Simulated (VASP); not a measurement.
GaAs (l), 2 atoms in the cell. Symmetry: F-43m, No. 216, cubic system. The conventional cell has a = 5.603 Å, b = 5.603 Å, c = 5.603 Å, α = 90.00°, β = 90.00°, γ = 90.00°. Within 3.2 Å of Ga (site symmetry -43m) lie 4 As at 2.43 Å. Within 3.2 Å of As (site symmetry -43m) lie 4 Ga at 2.43 Å. 

| Property | Result |
| --- | --- |
| Program | VASP 6.6.1 |
| Task | single point |
| Functional | LDA |
| Potentials or basis | VASP PAW LDA potentials, release 64 (Ga_d, As) |
| Cutoff | 500 eV |
| k mesh | 12 × 12 × 12 |
| Occupations | gaussian, width 0.1 eV |
| Spin | no spin polarisation |
| Dipole correction | no |
| Further INCAR settings | ALGO = Normal; EDIFF = 1e-06; NBANDS = 16 |

Potentials or basis: VASP PAW LDA potentials, release 64 (Ga_d, As).

Command:

```sh
$ cat potpaw_LDA.64/Ga_d/POTCAR potpaw_LDA.64/As/POTCAR > POTCAR
$ mpirun -np 1 vasp_std > vasp.out
```

Hardware: 1 thread of AMD EPYC 7R43 64-Core Processor (Zen 3) (shared host).

Question: How long does it take, and how much memory?

Answer: Run time: 44 s on 1 thread of AMD EPYC 7R43 64-Core Processor (Zen 3), with other jobs on the host, peak memory 0.15 GiB. Counts: scf iterations 12, k points 72.
